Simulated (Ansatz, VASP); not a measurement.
## Two plane-wave programs on CaPtCl6

The input INCAR:

```
ALGO = Normal
EDIFF = 1E-6
ENCUT = 500
GGA = PE
GGA_COMPAT = F
ISIF = 2
ISMEAR = 0
ISPIN = 2
LASPH = T
LCHARG = T
LELF = T
LMAXMIX = 4
LORBIT = 11
LREAL = F
LVHAR = T
LWAVE = F
MAGMOM = 0 1 0 0 0 0 0 0
NBANDS = 45
NELM = 200
PREC = Accurate
SIGMA = 0.1
```

Contents of KPOINTS:

```
k-points
0
Gamma
  4 4 4
```

File POSCAR:

```
CaPtCl6
1.0
    0.0000000000      5.3550000000      5.3550000000
    5.3550000000      0.0000000000      5.3550000000
    5.3550000000      5.3550000000      0.0000000000
Ca Pt Cl
1 1 6
Direct
    0.5000000000      0.5000000000      0.5000000000
    0.0000000000      0.0000000000      0.0000000000
    0.7500000000      0.2500000000      0.2500000000
    0.2500000000      0.7500000000      0.7500000000
    0.2500000000      0.7500000000      0.2500000000
    0.7500000000      0.2500000000      0.7500000000
    0.2500000000      0.2500000000      0.7500000000
    0.7500000000      0.7500000000      0.2500000000
```

Input for Ansatz:

```yaml
crystal:
  lattice:
    - [0.0, 5.355, 5.355]
    - [5.355, 0.0, 5.355]
    - [5.355, 5.355, 0.0]
  atoms:
    - { symbol: Ca, position: [0.5, 0.5, 0.5] }
    - { symbol: Pt, position: [0.0, 0.0, 0.0], spin: 1.0 }
    - { symbol: Cl, position: [0.75, 0.25, 0.25] }
    - { symbol: Cl, position: [0.25, 0.75, 0.75] }
    - { symbol: Cl, position: [0.25, 0.75, 0.25] }
    - { symbol: Cl, position: [0.75, 0.25, 0.75] }
    - { symbol: Cl, position: [0.25, 0.25, 0.75] }
    - { symbol: Cl, position: [0.75, 0.75, 0.25] }
basis:
  ecutwfc: 420
kpoints:
  mp_grid: { grid: [4, 4, 4] }
hamiltonian:
  xc: pbe
scf:
  occupations: { method: gaussian, width: 0.1 }
  lower_state_search: "off"
output:
  forces: true
  stress: true
  eigenvalues: true
  populations: true
magnetization:
  spin_polarized: true
```

Alike in both runs: task single point; functional PBE; k mesh 4 × 4 × 4; occupations gaussian, width 0.1 eV; collinear spin.

|  | VASP | Ansatz |
| --- | --- | --- |
| version | VASP 6.6.1 | Ansatz 0.2.0 |
| potentials or method | VASP PAW PBE potentials, release 64 (Ca_sv, Pt, Cl), cutoff 500 eV | scalar-relativistic, plane waves, PAW |
| valence electrons in the cell | 62 | 70 |

|  | VASP | Ansatz | Ansatz less VASP |
| --- | --- | --- | --- |
| gap on the k mesh at the Fermi level (eV) | none | none | - |
| pressure (GPa) | -4.7 | -4.7 | +0.04 |
| net moment per atom (μB) | 0.00 | 0.00 | 0.000 |

A gap of «none» marks a metal or a gap that the smearing closes. VASP's potentials hold 62 valence electrons a cell and Ansatz's 70, so a difference there can come from the potentials and not from the codes. Ansatz's warnings: seeded moment not kept.

Spin-orbit coupling is off throughout.
